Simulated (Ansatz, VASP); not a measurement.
**One calculation of Ge5Pt3, two programs**

```
Ge Pt
1.0
     5.25082    0.00000    0.00000
     0.00000    5.25082    0.00000
     0.00000    0.00000    5.25082
Ge Pt
5 3
Direct
  0.00000 0.00000 0.00000
  0.50000 0.50000 0.50000
  0.00000 0.50000 0.50000
  0.50000 0.00000 0.50000
  0.50000 0.50000 0.00000
  0.50000 0.00000 0.00000
  0.00000 0.50000 0.00000
  0.00000 0.00000 0.50000
```

Alike in both runs: functional PBE; k mesh 4 × 4 × 4; occupations gaussian, width 0.1 eV; no spin polarisation.

Ansatz relaxed the structure, and its values are those at the end. VASP's run is a single point on that final structure, the one shown.

|  | VASP | Ansatz |
| --- | --- | --- |
| version | VASP 6.6.1 | Ansatz 0.2.0 |
| potentials or method | VASP PAW PBE potentials, release 64 (Ge_d, Pt), cutoff 500 eV | scalar-relativistic, plane waves, PAW |
| valence electrons in the cell | 100 | 124 |

Ansatz gave:

```
gap on the k mesh at the Fermi level (eV) : none
pressure (GPa)                            : 0.2
```

Question: Which values does VASP return?

Answer: gap on the k mesh at the Fermi level (eV): none; pressure (GPa): 0.1.

A gap of «none» marks a metal or a gap that the smearing closes. VASP's potentials hold 100 valence electrons a cell and Ansatz's 124, so a difference there can come from the potentials and not from the codes.

Neither program's run includes spin-orbit coupling.
